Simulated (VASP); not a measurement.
Input of a VASP 6.6.1 run:

Contents of INCAR:

```
SYSTEM = La2O3
PREC = Accurate
ENCUT = 520
EDIFF = 1E-6
ISMEAR = 0
SIGMA = 0.01
LREAL = .False.
LASPH = .True.
NELM = 80
ALGO = Normal
ISIF = 2
LWAVE = .False.
LCHARG = .False.
GGA = PS
NBANDS = 28
```

File KPOINTS:

```
regular mesh
0
Gamma
  6 6 4
  0 0 0
```

The input POSCAR:

```
La2O3
1.0
    3.9632652418      0.0000000000      0.0000000000
   -1.9816326209      3.4322877717      0.0000000000
    0.0000000000      0.0000000000      6.1624683073
La O
2 3
Direct
    0.6666666667      0.3333333333      0.7537640000
    0.3333333333      0.6666666667      0.2462360000
    0.6666666667      0.3333333333      0.3541090000
    0.3333333333      0.6666666667      0.6458910000
    0.0000000000      0.0000000000      0.0000000000
```

Potentials or basis: VASP PAW PBE potentials, release 64 (La, O).

Command:

```console
$ cat potpaw_PBE.64/La/POTCAR potpaw_PBE.64/O/POTCAR > POTCAR
$ mpirun -np 1 vasp_std > vasp.out
```

**Question.** What does it give for the largest force?

**Answer.** 0.279 eV/Å.

**Question.** Predict the band gap on the k mesh.

**Answer.** 3.77 eV, indirect (least direct gap 3.89 eV).

**Question.** Predict the pressure.

**Answer.** -6.2 GPa.

Stress tensor (GPa, compression positive):
```
-6.56  0.00  0.00
 0.00 -6.56  0.00
 0.00  0.00 -5.42
```

Caveat: the PAW data sets were made with another functional, which shifts forces and pressure a little; spin-orbit coupling is left out, which moves the levels of the heavy elements. A k mesh can miss the band edges.
